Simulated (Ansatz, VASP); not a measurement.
**Ge in VASP and in Ansatz**

```
CELL_PARAMETERS angstrom
1.47050 -2.60052 0.00000
1.47050 2.60052 0.00000
0.00000 0.00000 2.69823
ATOMIC_POSITIONS crystal
Ge 0.50000 0.50000 0.00000
```

Change from the starting cell: strain +0.0525 x Voigt [1, 0, 0, 0, 0, 0], atoms carried along.

Alike in both runs: task single point; functional PBEsol; k mesh 20 × 20 × 18; occupations gaussian, width 0.15 eV; no spin polarisation.

|  | VASP | Ansatz |
| --- | --- | --- |
| version | VASP 6.6.1 | Ansatz 0.2.0 |
| potentials or method | VASP PAW PBE potentials, release 64 (Ge_d), cutoff 520 eV | scalar-relativistic, plane waves, PAW |
| valence electrons in the cell | 14 | 14 |

Ansatz gave:

- gap on the k mesh at the Fermi level (eV): none
- pressure (GPa): -6.8
- traceless stress, the component that is largest in VASP (GPa): 2.16

Q: Which values does VASP return?

A: gap on the k mesh at the Fermi level (eV): none; pressure (GPa): -6.9; traceless stress, the component that is largest in VASP (GPa): 2.14.

VASP's potentials were made for PBE, not for PBEsol. A gap of «none» marks a metal or a gap that the smearing closes.
